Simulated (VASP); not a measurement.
Here is a VASP 6.6.1 calculation.

Contents of INCAR:

```
PREC = Accurate
ENCUT = 600
EDIFF = 1E-7
ISMEAR = 0
SIGMA = 0.1
LREAL = F
LASPH = T
NELM = 150
ALGO = Normal
ISIF = 3
LWAVE = F
LCHARG = F
ISPIN = 2
MAGMOM = 3.53 0
LORBIT = 11
LMAXMIX = 4
GGA = PE
IBRION = 2
NSW = 90
EDIFFG = -0.04
```

The input KPOINTS:

```
Automatic mesh
0
Gamma
  6 6 6
```

Contents of POSCAR:

```
VI
1.0
    3.6437309865      0.0000000000      0.0000000000
    0.0000000000      3.6437309865      0.0000000000
    0.0000000000      0.0000000000      3.6437309865
V I
1 1
Direct
    0.0000000000      0.0000000000      0.0000000000
    0.5000000000      0.5000000000      0.5000000000
```

Potentials or basis: VASP PAW PBE potentials, release 64 (V_sv, I).

Command:

```bash
$ cat potpaw_PBE.64/V_sv/POTCAR potpaw_PBE.64/I/POTCAR > POTCAR
$ mpirun -np 1 vasp_std > vasp.out
```

**Question.** What does it give for the net moment?

**Answer.** 3.75 μB per cell.

**Question.** Estimate the relaxed cell.

**Answer.** a = 3.636 Å, b = 3.636 Å, c = 3.636 Å, α = 90.00°, β = 90.00°, γ = 90.00°.

**Question.** What does it give for the relaxed volume?

**Answer.** 24.04 Å³/atom.

Final structure:
```
V I
1.0
     3.63627    0.00000    0.00000
     0.00000    3.63627    0.00000
     0.00000    0.00000    3.63627
V I
1 1
Direct
  0.00000 0.00000 0.00000
  0.50000 0.50000 0.50000
```
